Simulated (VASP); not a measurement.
Crystal: ZrO2.

```xyz
6
Lattice="3.4393 0.0000 0.0000 0.0000 3.4393 0.0000 0.0000 0.0000 4.9927" Properties=species:S:1:pos:R:3 pbc="T T T"
Zr    0.0000    0.0000    0.0000
Zr    1.7196    1.7196    2.4964
O     0.0000    1.7196    1.4211
O     0.0000    1.7196    3.9175
O     1.7196    0.0000    3.5716
O     1.7196    0.0000    1.0752
```

This cell differs from its parent crystal: equal strain along all axes, cell held: -4.5 %.

- Program: VASP 6.6.1
- Task: relaxation of the atoms
- Functional: r2SCAN
- Potentials or basis: VASP PAW PBE potentials, release 64 (Zr_sv, O)
- Cutoff: 580 eV
- k mesh: 6 × 6 × 6
- Occupations: gaussian, width 0.02 eV
- Spin: no spin polarisation

At the start: pressure 40.1 GPa; volume 9.84 Å³/atom.

Problem. How do energy, volume and symmetry change on relaxing?

Solution. Over 5 steps the energy falls by 4.0 meV/atom at a fixed cell; space group P4_2/nmc (No. 137, to 0.1 Å) before and after.

The path:
| step | energy change (eV) | largest force (eV/Å) | pressure (GPa) |
| --- | --- | --- | --- |
| 1 | 0.0000 | 0.2291 | 40.09 |
| 2 | -0.0089 | 0.1750 | 39.56 |
| 3 | -0.0226 | 0.0431 | 38.18 |
| 4 | -0.0240 | 0.0174 | 37.80 |
| 5 | -0.0242 | 0.0009 | 37.54 |

Final structure:
```cif
data_structure
_symmetry_space_group_name_H-M 'P 1'
_symmetry_Int_Tables_number 1
_cell_length_a 3.4393
_cell_length_b 3.4393
_cell_length_c 4.9927
_cell_angle_alpha 90.000
_cell_angle_beta 90.000
_cell_angle_gamma 90.000
_cell_volume 59.06
loop_
_atom_site_label
_atom_site_type_symbol
_atom_site_fract_x
_atom_site_fract_y
_atom_site_fract_z
_atom_site_occupancy
Zr1 Zr 0.00000 0.00000 0.00000 1
Zr2 Zr 0.50000 0.50000 0.50000 1
O1 O 0.00000 0.50000 0.27198 1
O2 O 0.00000 0.50000 0.77198 1
O3 O 0.50000 0.00000 0.72802 1
O4 O 0.50000 0.00000 0.22802 1
```

Caveat: the cell differs from its parent crystal (equal strain along all axes, cell held: -4.5 %); the PAW data sets were made with another functional, which shifts forces and pressure a little.
